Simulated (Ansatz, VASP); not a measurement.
Na in VASP and in Ansatz

```
Na
1.0
     3.76700    0.00000    0.00000
    -1.88350    3.26232    0.00000
     0.00000    0.00000    6.15400
Na
2
Direct
  0.66667 0.33333 0.75000
  0.33333 0.66667 0.25000
```

Alike in both runs: task single point; functional r2SCAN; k mesh 8 × 8 × 5; occupations fermi-dirac, width 0.05 eV; no spin polarisation.

|  | VASP | Ansatz |
| --- | --- | --- |
| version | VASP 6.6.1 | Ansatz 0.2.0 |
| potentials or method | VASP PAW PBE potentials, release 64 (Na_pv) | Ansatz PAW |
| plane-wave cutoff (eV) | 520 | 500 |
| valence electrons in the cell | 14 | 18 |

```tsv
	VASP	Ansatz	Ansatz less VASP
gap on the k mesh at the Fermi level (eV)	none	none	-
pressure (GPa)	0.0	0.0	-0.04
traceless stress, the component that is largest in VASP (GPa)	-0.17	-0.17	+0.005
```

VASP's potentials were made for PBE, not for r2SCAN. A gap of «none» marks a metal or a gap that the smearing closes. VASP's potentials hold 14 valence electrons a cell and Ansatz's 18, so a difference there can come from the potentials and not from the codes.
